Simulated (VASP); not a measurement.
Write the native input for VASP 6.6.1 that does the following.

```
Task                   : relaxation of cell and atoms
Functional             : PBE
Potentials or basis    : VASP PAW PBE potentials, release 64 (Sc_sv, Ga_d, S)
Cutoff                 : 600 eV
k mesh                 : 4 × 4 × 2
Occupations            : gaussian, width 0.1 eV
Spin                   : no spin polarisation
Dipole correction      : no
Further INCAR settings : ALGO = Normal; EDIFF = 1e-06; IBRION = 2; EDIFFG = -0.04; NSW = 90; ISIF = 3
```

The structure of ScGaS lies in POSCAR:

```
ScGaS
1.0
    4.0571766000      0.0000000000      0.0000000000
    0.0000000000      4.0571766000      0.0000000000
    0.0000000000      0.0000000000      7.7576133800
Sc Ga S
2 2 2
Direct
    0.5000000000      0.0000000000      0.6499999800
    0.0000000000      0.5000000000      0.3500000200
    0.0000000000      0.0000000000      0.0000000000
    0.5000000000      0.5000000000      0.0000000000
    0.5000000000      0.0000000000      0.2220000000
    0.0000000000      0.5000000000      0.7780000000
```

The cell was generated, and may not be a known phase.

One way to write it, as run:

INCAR

```
SYSTEM = ScGaS
ALGO = Normal
EDIFF = 1E-6
EDIFFG = -0.04
ENCUT = 600
GGA = PE
IBRION = 2
ISIF = 3
ISMEAR = 0
LASPH = .TRUE.
LCHARG = .FALSE.
LREAL = .FALSE.
LWAVE = .FALSE.
NELM = 60
NSW = 90
PREC = Accurate
SIGMA = 0.1
```

KPOINTS

```
k-points
0
G
  4 4 2
  0 0 0
```

Potentials or basis: VASP PAW PBE potentials, release 64 (Sc_sv, Ga_d, S).

The run is started by

```sh
$ cat potpaw_PBE.64/Sc_sv/POTCAR potpaw_PBE.64/Ga_d/POTCAR potpaw_PBE.64/S/POTCAR > POTCAR
$ mpirun -np 1 vasp_std > vasp.out
```

Results of the run:

* Relaxed volume: 18.24 Å³/atom
* Relaxed cell: a = 3.702 Å, b = 3.702 Å, c = 7.986 Å, α = 90.00°, β = 90.00°, γ = 90.00°
* Space group after relaxing (to 0.1 Å): P4/nmm (No. 129)
* Energy gained by relaxing: 876.7 meV/atom
* Ionic steps: 19
* Pressure after relaxing: 0.1 GPa
* Largest force after relaxing: 0.017 eV/Å
* Band gap on the k mesh: zero (bands 30 and 31 overlap by 1.49 eV)

Caveat: the k points lie up to 0.42 Å⁻¹ apart in the final cell, too coarse for converged energies and pressures of a metal.

It took 17 min on 1 thread of Oxide Virtual Turin-like Processor, on a shared host, peak memory 0.26 GiB.
